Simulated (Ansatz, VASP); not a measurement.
## Two plane-wave programs on CsI

Contents of INCAR:

```
SYSTEM = CsI
PREC = Accurate
ENCUT = 500
EDIFF = 1E-6
ISMEAR = 0
SIGMA = 0.01
LREAL = .False.
LASPH = .True.
NELM = 120
ALGO = Normal
ISIF = 2
LWAVE = .False.
LCHARG = .True.
GGA = CA
LELF = .True.
LVHAR = .True.
NBANDS = 15
GGA_COMPAT = .False.
```

KPOINTS

```
regular mesh
0
Gamma
  4 4 4
  0 0 0
```

POSCAR

```
CsI
1.0
    4.6081405142      0.0000000000      0.0000000000
    0.0000000000      4.6081405142      0.0000000000
    0.0000000000      0.0000000000      4.6081405142
Cs I
1 1
Direct
    0.0000000000      0.0000000000      0.0000000000
    0.5000000000      0.5000000000      0.5000000000
```

Input for Ansatz:

```yaml
crystal:
  lattice:
    - [4.6081405142, 0.0, 0.0]
    - [0.0, 4.6081405142, 0.0]
    - [0.0, 0.0, 4.6081405142]
  atoms:
    - { symbol: Cs, position: [0.0, 0.0, 0.0] }
    - { symbol: I, position: [0.5, 0.5, 0.5] }
kpoints:
  mp_grid: { grid: [4, 4, 4] }
hamiltonian:
  xc: lda
scf:
  occupations: { method: fixed }
  n_extra_bands: 4
output:
  forces: true
  stress: true
  eigenvalues: true
```

Alike in both runs: task single point; functional LDA; k mesh 4 × 4 × 4; no spin polarisation.

|  | VASP | Ansatz |
| --- | --- | --- |
| version | VASP 6.6.1 | Ansatz 0.2.0 |
| potentials or method | VASP PAW LDA potentials, release 64 (Cs_sv, I) | plane waves |
| plane-wave cutoff (eV) | 500 | 420 |
| occupations | gaussian, width 0.01 eV | fixed |
| valence electrons in the cell | 16 | 26 |

Ansatz gave:

* gap on the k mesh at the Fermi level (eV): 3.44
* pressure (GPa): -1.6

**Question.** Estimate VASP's values.

**Answer.** gap on the k mesh at the Fermi level (eV): 3.45; pressure (GPa): -1.6.

LDA's correlation is that of Perdew and Zunger in VASP and of Perdew and Wang (1992) in Ansatz. VASP's potentials hold 16 valence electrons a cell and Ansatz's 26, so a difference there can come from the potentials and not from the codes.

Neither program's run includes spin-orbit coupling.
